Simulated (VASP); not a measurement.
Ag2O:

```
CELL_PARAMETERS angstrom
4.75612 0.00000 0.00000
0.00000 4.75612 0.00000
0.00000 0.00000 4.75612
ATOMIC_POSITIONS crystal
Ag 0.25000 0.25000 0.25000
Ag 0.25000 0.75000 0.75000
Ag 0.75000 0.75000 0.25000
Ag 0.75000 0.25000 0.75000
O 0.00000 0.00000 0.00000
O 0.50000 0.50000 0.50000
```

Base run:

| Quantity | Value |
| --- | --- |
| Program | VASP 6.6.1 |
| Functional | PBE |
| Potentials or basis | VASP PAW PBE potentials, release 64 (Ag, O) |
| Cutoff | 600 eV |
| k mesh | 6 × 6 × 6 |
| Occupations | fermi-dirac, width 0.02 eV |
| Spin | no spin polarisation |

Its results: band gap on the k mesh zero (filled and empty bands touch); pressure 2.5 GPa.

Problem. The run is repeated on the same cell with these changes: functional from PBE to LDA; potentials or basis from VASP PAW PBE potentials, release 64 (Ag, O) to VASP PAW LDA potentials, release 64 (Ag, O). What comes out?

Solution. Band gap on the k mesh zero (filled and empty bands touch); pressure -6.4 GPa.

Caveats: the cell stands under tension (at least some runs).
